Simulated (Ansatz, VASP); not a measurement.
# FeO in VASP and in Ansatz

INCAR

```
ALGO = Normal
EDIFF = 1E-6
ENCUT = 520
GGA = PE
ISIF = 2
ISMEAR = -1
ISPIN = 2
LASPH = True
LCHARG = False
LMAXMIX = 4
LORBIT = 11
LREAL = False
LWAVE = False
MAGMOM = 6 0
NBANDS = 18
NELM = 150
NUPDOWN = 6.0
PREC = Accurate
SIGMA = 0.05
```

Contents of KPOINTS:

```
k-points
0
Gamma
  9 9 9
```

File POSCAR:

```
FeO
1.0
    1.5176821100      0.8762341800      2.5157945800
   -1.5176821100      0.8762341800      2.5157945800
    0.0000000000     -1.7524683500      2.5157945800
Fe O
1 1
Direct
    0.0000000000      0.0000000000      0.0000000000
    0.5000000000      0.5000000000      0.5000000000
```

input.yaml

```yaml
crystal:
  lattice:
    - [1.51768211, 0.87623418, 2.51579458]
    - [-1.51768211, 0.87623418, 2.51579458]
    - [0.0, -1.75246835, 2.51579458]
  atoms:
    - { symbol: Fe, position: [0.0, 0.0, 0.0], spin: 6.0 }
    - { symbol: O, position: [0.5, 0.5, 0.5] }
hamiltonian:
  xc: pbe
  pseudopotentials: { kind: paw }
magnetization:
  spin_polarized: true
  initial_magnetization: 6.0
  spin_locking: { lock_magnetization: hard }
kpoints:
  mp_grid: { grid: [9, 9, 9] }
scf:
  occupations: { method: fermi_dirac, width: 0.05 }
  lower_state_search: "off"
output:
  forces: true
  stress: true
  eigenvalues: true
  write_density: true
  write_potential: true
  elf: true
  volumetric_format: npy
```

Alike in both runs: task single point; functional PBE; k mesh 9 × 9 × 9; occupations fermi-dirac, width 0.05 eV; collinear spin; fixed moment 6 μB.

|  | VASP | Ansatz |
| --- | --- | --- |
| version | VASP 6.6.1 | Ansatz 0.2.0 |
| potentials or method | VASP PAW PBE potentials, release 64 (Fe, O) | Ansatz PAW |
| plane-wave cutoff (eV) | 520 | 420 |
| valence electrons in the cell | 14 | 22 |

|  | VASP | Ansatz | Ansatz less VASP |
| --- | --- | --- | --- |
| net moment per atom (μB) | 3.00 | 3.00 | 0.000 |
| size of the moment on the site where the two differ most (μB) | 4.61 | 4.23 | -0.381 |

Site moments also hang on the region over which each program counts them. VASP's potentials hold 14 valence electrons a cell and Ansatz's 22, so a difference there can come from the potentials and not from the codes.
